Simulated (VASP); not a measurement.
Runs of VASP 6.6.1 on PbO. The structure is that of space group P4/nmm (No. 129), or close to it. The cells are those of the table. 

| task | cell | cutoff (eV) | gap on the mesh (eV) | pressure (GPa) | largest force (eV/Å) |
| --- | --- | --- | --- | --- | --- |
| single point | a = 3.988, b = 3.988, c = 5.077 Å, 4 atoms | 520 | 1.24 | 0.1 | 0.04 |
| single point | a = 3.967, b = 3.967, c = 5.314 Å, 4 atoms | 520 | (b) | 2.1 | 0.66 |
| single point | a = 3.849, b = 3.849, c = 5.165 Å, 4 atoms | 520 | 1.37 | 16.1 | 3.41 |
| single point | a = 3.929, b = 3.929, c = 5.417 Å, 4 atoms | 520 | (a) | -8.6 | 3.14 |
| single point | a = 4.116, b = 4.116, c = 5.050 Å, 4 atoms | 520 | 0.72 | 15.3 | (c) |
| relaxation of cell and atoms | relaxed from a = 3.974, b = 3.974, c = 5.022 Å, 4 atoms | 600 | 1.21 | 0.0 | - |

Alike in all rows: level PBEsol; potentials or basis VASP PAW PBE potentials, release 64 (Pb_d, O); no spin polarisation; k mesh 8 × 8 × 6; smearing gaussian 0.02 eV.

Question: Estimate the missing entries.

Answer: (a) 0.36; (b) 1.56; (c) 4.00.

Caveats: the PAW data sets were made with another functional, which shifts forces and pressure a little; spin-orbit coupling is left out, which moves the levels of the heavy elements.

A k mesh can miss the band edges, and the runs leave out spin-orbit coupling on Pb.
